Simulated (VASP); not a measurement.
# Hg (P4/mmm) in VASP: single point with LDA

Aim: the single point of Hg with LDA.

Everything below comes from runs of VASP 6.6.1. Logs are shortened: lines on timing, memory, paths and dates and some standing lists are left out, and cuts for length are marked.

## (1) The cell of the first run

The structure is tetragonal, space group P4/mmm (No. 123). Conventional cell: a = 2.971 Å, b = 2.971 Å, c = 3.825 Å, α = 90.00°, β = 90.00°, γ = 90.00°. Within 3.9 Å of Hg (site symmetry 4/mmm) lie 6 Hg at 2.97 to 3.83 Å.

## (2) Single point, LDA

File INCAR:

```
  PREC = Accurate
  ENCUT = 520
  EDIFF = 1E-7
  ISMEAR = -1
  SIGMA = 0.1
  LREAL = False
  LASPH = True
  NELM = 80
  ALGO = Normal
  ISIF = 2
  LWAVE = False
  LCHARG = False
  GGA = CA
  NBANDS = 12
```

File KPOINTS:

```
Automatic mesh
0
Gamma
  10 10 8
```

File POSCAR:

```
Hg
1.0
    2.9710000000      0.0000000000      0.0000000000
    0.0000000000      2.9710000000      0.0000000000
    0.0000000000      0.0000000000      3.8250000000
Hg
1
Direct
    0.0000000000      0.0000000000      0.0000000000
```

Potentials or basis: VASP PAW LDA potentials, release 64 (Hg).

The run is started by

```sh
$ cat potpaw_LDA.64/Hg/POTCAR > POTCAR
$ mpirun -np 1 vasp_std > vasp.out
```

OUTCAR:

```text
PREC = Accurate
   ENCUT = 520
   EDIFF = 1E-7
   ISMEAR = -1
   LREAL = False
   LASPH = True
   NELM = 80
   ISIF = 2
   GGA = CA

 ion  position               nearest neighbor table
   1  0.000  0.000  0.000-

  LATTYP: Found a simple tetragonal cell.
 ALAT       =     2.9710000000
 C/A-ratio  =     1.2874453046

  Lattice vectors:

 A1 = (   2.9710000000,   0.0000000000,   0.0000000000)
 A2 = (   0.0000000000,   2.9710000000,   0.0000000000)
 A3 = (   0.0000000000,   0.0000000000,   3.8250000000)

Analysis of symmetry for initial positions (statically):
=====================================================================
 Subroutine PRICEL returns:
 Original cell was already a primitive cell.

 Routine SETGRP: Setting up the symmetry group for a
 simple tetragonal supercell.

 Subroutine GETGRP returns: Found 16 space group operations
 (whereof 16 operations were pure point group operations)
 out of a pool of 16 trial point group operations.

The static configuration has the point symmetry D_4h.

Analysis of symmetry for dynamics (positions and initial velocities):
=====================================================================
 Subroutine PRICEL returns:
 Original cell was already a primitive cell.

 Routine SETGRP: Setting up the symmetry group for a
 simple tetragonal supercell.

 Subroutine GETGRP returns: Found 16 space group operations
 (whereof 16 operations were pure point group operations)
 out of a pool of 16 trial point group operations.

The dynamic configuration has the point symmetry D_4h.

 Subroutine INISYM returns: Found 16 space group operations
 (whereof 16 operations are pure point group operations),
 and found     1 'primitive' translations

----------------------------------------------------------------------------------------

                                     Primitive cell

  volume of cell :      33.7627

  direct lattice vectors                    reciprocal lattice vectors
     2.971000000  0.000000000  0.000000000     0.336587008  0.000000000  0.000000000
     0.000000000  2.971000000  0.000000000     0.000000000  0.336587008  0.000000000
     0.000000000  0.000000000  3.825000000     0.000000000  0.000000000  0.261437908

  length of vectors
     2.971000000  2.971000000  3.825000000     0.336587008  0.336587008  0.261437908

  position of ions in fractional coordinates (direct lattice)
     0.000000000  0.000000000  0.000000000

  ion indices of the primitive-cell ions
   primitive index   ion index
                 1           1

----------------------------------------------------------------------------------------

 KPOINTS: Automatic mesh

Automatic generation of k-mesh.
 Grid dimensions read from file:
 generate k-points for:   10   10    8

 Generating k-lattice:

  Cartesian coordinates                     Fractional coordinates (reciprocal lattice)
     0.033658701  0.000000000  0.000000000     0.100000000  0.000000000  0.000000000
     0.000000000  0.033658701  0.000000000     0.000000000  0.100000000  0.000000000
     0.000000000  0.000000000  0.032679739     0.000000000  0.000000000  0.125000000

  Length of vectors
     0.033658701  0.033658701  0.032679739

  Shift w.r.t. Gamma in fractional coordinates (k-lattice)
     0.000000000  0.000000000  0.000000000

 Subroutine IBZKPT returns following result:
 ===========================================

 Found    105 irreducible k-points:

 Following reciprocal coordinates:
            Coordinates               Weight
  0.000000  0.000000  0.000000      1.000000
  0.100000  0.000000  0.000000      4.000000
  0.200000  0.000000  0.000000      4.000000
  0.300000  0.000000  0.000000      4.000000
  0.400000  0.000000  0.000000      4.000000
  0.500000  0.000000  0.000000      2.000000
[... 16 lines left out ...]
  0.100000  0.000000  0.125000      8.000000
  0.200000  0.000000  0.125000      8.000000
 [... further k-points ...]
   k-points           NKPTS =    105   k-points in BZ     NKDIM =    105   number of bands    NBANDS=     12
   number of dos      NEDOS =    301   number of ions     NIONS =      1
   total plane-waves  NPLWV =  16128
   dimension x,y,z NGX =    24 NGY =   24 NGZ =   28
   dimension x,y,z NGXF=    48 NGYF=   48 NGZF=   56
   ions per type =               1
   NGX,Y,Z   is equivalent  to a cutoff of  13.43, 13.43, 12.17 a.u.
   NGXF,Y,Z  is equivalent  to a cutoff of  26.86, 26.86, 24.34 a.u.
 SYSTEM =  unknown system
   PREC   = accura    normal or accurate (medium, high low for compatibility)
   ISTART =      0    job   : 0-new  1-cont  2-samecut
   ICHARG =      2    charge: 1-file 2-atom 10-const
   ISPIN  =      1    spin polarized calculation?
   LNONCOLLINEAR =      F non collinear calculations
   LSORBIT =      F    spin-orbit coupling
   LASPH  =      T    aspherical Exc in radial PAW
   ENCUT  =  520.0 eV  38.22 Ry    6.18 a.u.   5.52  5.52  7.11*2*pi/ulx,y,z
   NELM   =     80;   NELMIN=  2; NELMDL= -5     # of ELM steps
   EDIFF  = 0.1E-06   stopping-criterion for ELM
   LREAL  =      F    real-space projection
   EDIFFG = 0.1E-05   stopping-criterion for IOM
   NSW    =      0    number of steps for IOM
   IBRION =     -1    ionic relax: 0-MD 1-quasi-New 2-CG
   NFREE  =      0    steps in history (QN), initial steepest desc. (CG)
   ISIF   =      2    stress and relaxation
   ISYM   =      2    0-nonsym 1-usesym 2-fastsym
   POTIM  = 0.5000    time-step for ionic-motion
   TEBEG  =    0.0;   TEEND  =   0.0 temperature during run
   PSTRESS=    0.0 pullay stress
   NELECT =      12.0000    total number of electrons
   NUPDOWN=      -1.0000    fix difference up-down
   EMIN   =  10.00;   EMAX   =-10.00  energy-range for DOS
   EFERMI =   0.00;   METHOD = LEGACY
   ISMEAR =    -1;   SIGMA  =   0.10  broadening in eV -4-tet -1-fermi 0-gaus
   EFERMI_NEDOS =   21; number of points for ismear=-14 and -15
   IALGO  =     38    algorithm
   IMIX   =      4    mixing-type and parameters
     AMIX     =   0.40;   BMIX     =  1.00
     AMIX_MAG =   1.60;   BMIX_MAG =  1.00
  volume/ion in A,a.u.               =      33.76       227.84
  Fermi-wavevector in a.u.,A,eV,Ry     =   1.159639  2.191401 18.296622  1.344764
  Thomas-Fermi vector in A             =   2.296230
   LORBIT       =      0    0 simple, 1 ext, 2 COOP (PROOUT), +10 PAW based schemes
   GGA     = CA    functional components
   LHFCALC =     F    Hartree Fock is set to
   AEXX    =    0.0000 exact exchange contribution
   IVDW    =     0    specifies the selected vdW correction
   LEPSILON=     F    determine dielectric tensor
   LRPA    =     F    only Hartree local field effects (RPA)
 non-spin polarized calculation
  energy-cutoff  :      520.00
  volume of cell :       33.76
 maximum number of plane-waves:       942
 NGX is ok and might be reduce to    24
   NGX = 11   NGY = 11   NGZ = 15

 number of electron      11.9999996 magnetization

 Free energy of the ion-electron system (eV)
  ---------------------------------------------------
  ext. energy  EPLUGINS =         0.00000000
  ---------------------------------------------------
  free energy    TOTEN  =        -0.73538749 eV

  energy without entropy =       -0.72463597  energy(sigma->0) =       -0.73001173

 E-fermi :   0.3264     XC(G=0):  -9.2099

 val. band max:        0.3192351396   @ k =   0.5000   0.1000   0.2500
 cond. band min:       0.3374927827   @ k =   0.1000   0.1000   0.3750
 fundamental gap:      0.0182576431
 Fermi energy:         0.3264259084

 k-point     1 :       0.0000    0.0000    0.0000
  band No.  band energies     occupation
      1      -7.5529      2.00000
      2      -7.4688      2.00000
      3      -6.2123      2.00000
      4      -5.5669      2.00000
      5      -5.5669      2.00000
      6      -5.2720      2.00000
      7       4.8979      0.00000
      8       8.5981      0.00000
      9      11.7098      0.00000
     10      11.7098      0.00000
     11      15.4118      0.00000
     12      16.3883      0.00000

 k-point     2 :       0.1000    0.0000    0.0000
  band No.  band energies     occupation
      1      -7.4731      2.00000
      2      -7.2782      2.00000
      3      -6.1437      2.00000
      4      -5.6647      2.00000
      5      -5.5591      2.00000
      6      -5.3423      2.00000
      7       5.1607      0.00000
      8       8.6258      0.00000
      9       9.8975      0.00000
     10      11.9862      0.00000
     11      15.9051      0.00000
     12      17.9261      0.00000

 k-point     3 :       0.2000    0.0000    0.0000
  band No.  band energies     occupation
      1      -7.3924      2.00000
      2      -6.6760      2.00000
      3      -5.9076      2.00000
      4      -5.8447      2.00000
      5      -5.5387      2.00000
      6      -5.5214      2.00000
      7       5.8882      0.00000
      8       6.8222      0.00000
      9       9.1209      0.00000
     10      12.7678      0.00000
     11      15.9368      0.00000
     12      18.1539      0.00000

 k-point     4 :       0.3000    0.0000    0.0000
  band No.  band energies     occupation
      1      -7.2998      2.00000
      2      -6.2277      2.00000
      3      -6.1855      2.00000
      4      -5.7331      2.00000
      5      -5.5133      2.00000
      6      -4.8627      2.00000
      7       4.0312      0.00000
      8       6.9230      0.00000
      9       9.6098      0.00000
     10      13.9227      0.00000
     11      15.3841      0.00000
     12      16.1581      0.00000

 k-point     5 :       0.4000    0.0000    0.0000
  band No.  band energies     occupation
      1      -7.2260      2.00000
      2      -6.3954      2.00000
      3      -6.0394      2.00000
      4      -5.8973      2.00000
      5      -5.4926      2.00000
      6      -3.2207      2.00000
      7       1.4162      0.00004
      8       7.9975      0.00000
      9      10.3277      0.00000
     10      13.7954      0.00000
     11      14.4728      0.00000
     12      15.2043      0.00000

 k-point     6 :       0.5000    0.0000    0.0000
  band No.  band energies     occupation
      1      -7.1981      2.00000
      2      -6.4724      2.00000
      3      -5.9789      2.00000
      4      -5.9586      2.00000
      5      -5.4848      2.00000
      6      -1.6038      2.00000
      7      -0.5130      1.99955
      8       8.5357      0.00000
      9      10.8643      0.00000
     10      12.8836      0.00000
     11      13.7296      0.00000
     12      15.9200      0.00000

 k-point     7 :       0.1000    0.1000    0.0000
  band No.  band energies     occupation
      1      -7.2808      2.00000
      2      -7.2096      2.00000
      3      -6.0729      2.00000
      4      -5.6714      2.00000
      5      -5.6401      2.00000
      6      -5.4084      2.00000
      7       5.4229      0.00000
      8       8.6704      0.00000
      9      10.0667      0.00000
     10      10.1981      0.00000
     11      17.9245      0.00000
     12      18.0116      0.00000

 k-point     8 :       0.2000    0.1000    0.0000
  band No.  band energies     occupation
      1      -7.1879      2.00000
      2      -6.6543      2.00000
      3      -5.8983      2.00000
      4      -5.8324      2.00000
      5      -5.6301      2.00000
      6      -5.5018      2.00000
      7       6.1499      0.00000
      8       7.0387      0.00000
      9       9.1949      0.00000
     10      10.7754      0.00000
     11      17.6611      0.00000
     12      18.3089      0.00000
[... 166 lines left out ...]
 k-point    20 :       0.5000    0.4000    0.0000
  band No.  band energies     occupation
      1      -7.0788      2.00000
      2      -6.3193      2.00000
      3      -6.2315      2.00000
      4      -5.9070      2.00000
      5      -4.8720      2.00000
      6       0.6213      0.09959
      7       2.4095      0.00000
      8       4.9939      0.00000
      9       8.8756      0.00000
     10      12.0415      0.00000
     11      13.7155      0.00000
     12      14.0953      0.00000

 k-point    21 :       0.5000    0.5000    0.0000
  band No.  band energies     occupation
      1      -7.1727      2.00000
      2      -6.3028      2.00000
      3      -6.3028      2.00000
      4      -5.8730      2.00000
      5      -4.6464      2.00000
      6       2.1747      0.00000
      7       2.8675      0.00000
      8       2.8675      0.00000
      9       8.2092      0.00000
     10      12.6623      0.00000
     11      14.3766      0.00000
     12      14.3766      0.00000

 k-point    22 :       0.0000    0.0000    0.1250
  band No.  band energies     occupation
      1      -7.5303      2.00000
      2      -7.4656      2.00000
      3      -6.0497      2.00000
      4      -5.5788      2.00000
      5      -5.5788      2.00000
      6      -5.2714      2.00000
      7       3.5598      0.00000
      8      10.2240      0.00000
      9      11.8793      0.00000
     10      11.8793      0.00000
     11      15.4709      0.00000
     12      16.2727      0.00000

 k-point    23 :       0.1000    0.0000    0.1250
  band No.  band energies     occupation
      1      -7.4621      2.00000
      2      -7.2678      2.00000
      3      -5.9865      2.00000
      4      -5.6696      2.00000
      5      -5.5708      2.00000
      6      -5.3416      2.00000
      7       3.7956      0.00000
      8       9.8020      0.00000
      9      10.5316      0.00000
     10      12.1581      0.00000
     11      15.9195      0.00000
     12      17.3891      0.00000

 k-point    24 :       0.2000    0.0000    0.1250
  band No.  band energies     occupation
      1      -7.3854      2.00000
      2      -6.6658      2.00000
      3      -5.9651      2.00000
      4      -5.6369      2.00000
      5      -5.5501      2.00000
      6      -5.5202      2.00000
      7       4.4520      0.00000
      8       7.0136      0.00000
      9      10.7782      0.00000
     10      12.9462      0.00000
     11      15.6272      0.00000
     12      16.3872      0.00000

 [... further k-points ...]
[... 5 lines left out ...]
  --------------------------------------------------------------------------------------
  -------------------------------------------------------------------------------------
  Total       -0.7288962     -0.7288962     -0.8323792      0.0000000      0.0000000      0.0000000
  in kB      -34.5891230    -34.5891230    -39.4998150      0.0000000      0.0000000      0.0000000
  external PRESSURE =     -36.2260204 kB  Pullay stress =       0.0000000 kB

 VOLUME and BASIS-vectors are now :
 -----------------------------------------------------------------------------
  energy-cutoff  :      520.00
  volume of cell :       33.76
      direct lattice vectors                 reciprocal lattice vectors
     2.971000000  0.000000000  0.000000000     0.336587008  0.000000000  0.000000000
     0.000000000  2.971000000  0.000000000     0.000000000  0.336587008  0.000000000
     0.000000000  0.000000000  3.825000000     0.000000000  0.000000000  0.261437908

 POSITION                                       TOTAL-FORCE (eV/Angst)
 -----------------------------------------------------------------------------------
      0.00000      0.00000      0.00000         0.000000      0.000000      0.000000
 -----------------------------------------------------------------------------------
    total drift:                                0.000000      0.000000     -0.000000

  FREE ENERGIE OF THE ION-ELECTRON SYSTEM (eV)
  ---------------------------------------------------
  free  energy   TOTEN  =        -0.7353874852 eV

  energy  without entropy=       -0.7246359679  energy(sigma->0) =       -0.73001173
```

Wall time 34 s (1 thread of Intel Xeon 8259CL, shared host); peak memory 0.16 GiB.

Results:

```yaml
Free_energy: -0.7354 eV
Pressure: -3.6 GPa
Band_gap_on_the_k_mesh: zero (band 6 reaches 3.59 eV, above the bottom of band 7 at -0.89 eV)
```

Stress tensor (GPa, compression positive):
```
-3.46  0.00  0.00
 0.00 -3.46  0.00
 0.00  0.00 -3.95
```

Caveat: spin-orbit coupling is left out, which moves the levels of the heavy elements.
